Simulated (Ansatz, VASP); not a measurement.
**One calculation of W, two programs**

```
CELL_PARAMETERS angstrom
2.73684 0.00000 0.00000
-1.36842 2.37017 0.00000
0.00000 0.00000 4.85706
ATOMIC_POSITIONS crystal
W 0.33333 0.66667 0.25000
W 0.66667 0.33333 0.75000
```

Alike in both runs: task single point; functional LDA; k mesh 15 × 15 × 8; occupations fermi-dirac, width 0.1 eV; no spin polarisation.

```csv
,VASP,Ansatz
version,VASP 6.6.1,Ansatz 0.2.0
potentials or method,"VASP PAW LDA potentials, release 64 (W_sv), cutoff 520 eV","plane waves (420 eV) with PAW, scalar-relativistic"
valence electrons in the cell,28,28
```

```tsv
	VASP	Ansatz	Ansatz less VASP
pressure (GPa)	1.6	-0.2	-1.76
traceless stress, the component that is largest in VASP (GPa)	-0.66	-0.31	+0.350
```

Ansatz warns that its potentials were made for another functional, while VASP's fit it. LDA's correlation is that of Perdew and Zunger in VASP and of Perdew and Wang (1992) in Ansatz.

Neither program's run includes spin-orbit coupling.
